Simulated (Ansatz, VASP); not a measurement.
# Two plane-wave programs on Au4S

INCAR

```
ALGO = Normal ; EDIFF = 1E-6
ENCUT = 520 ; GGA = PE
ISIF = 2 ; ISMEAR = 0
LASPH = True ; LCHARG = False
LREAL = False ; LWAVE = False
NBANDS = 33 ; NELM = 80
PREC = Accurate ; SIGMA = 0.1
```

File KPOINTS:

```
k-points
0
Gamma
  4 4 4
```

Contents of POSCAR:

```
Au4S
1.0
    5.3762857100      0.0000000000      0.0000000000
    0.0000000000      5.3762857100      0.0000000000
    0.0000000000      0.0000000000      5.3762857100
S Au
1 4
Direct
    0.0000000000      0.0000000000      0.0000000000
    0.2500000000      0.2500000000      0.2500000000
    0.7500000000      0.7500000000      0.2500000000
    0.7500000000      0.2500000000      0.7500000000
    0.2500000000      0.7500000000      0.7500000000
```

Input for Ansatz:

```yaml
crystal:
  lattice:
    - [5.37628571, 0.0, 0.0]
    - [0.0, 5.37628571, 0.0]
    - [0.0, 0.0, 5.37628571]
  atoms:
    - { symbol: S, position: [0.0, 0.0, 0.0] }
    - { symbol: Au, position: [0.25, 0.25, 0.25] }
    - { symbol: Au, position: [0.75, 0.75, 0.25] }
    - { symbol: Au, position: [0.75, 0.25, 0.75] }
    - { symbol: Au, position: [0.25, 0.75, 0.75] }
basis:
  ecutwfc: 420
kpoints:
  mp_grid: { grid: [4, 4, 4] }
hamiltonian:
  xc: pbe
scf:
  occupations: { method: gaussian, width: 0.1 }
  lower_state_search: "off"
output:
  forces: true
  stress: true
  eigenvalues: true
```

Change from the starting cell: ordered vacancies on the anion sites of cuprite (P-43m, No. 215).

Alike in both runs: task single point; functional PBE; k mesh 4 × 4 × 4; occupations gaussian, width 0.1 eV; no spin polarisation.

```csv
,VASP,Ansatz
version,VASP 6.6.1,Ansatz 0.2.0
potentials or method,"VASP PAW PBE potentials, release 64 (S, Au), cutoff 520 eV","scalar-relativistic, plane waves, PAW"
valence electrons in the cell,50,82
```

```tsv
	VASP	Ansatz	Ansatz less VASP
gap on the k mesh at the Fermi level (eV)	none	none	-
pressure (GPa)	-6.2	-6.2	+0.05
```

A gap of «none» marks a metal or a gap that the smearing closes. VASP's potentials hold 50 valence electrons a cell and Ansatz's 82, so a difference there can come from the potentials and not from the codes.

Neither program's run includes spin-orbit coupling.
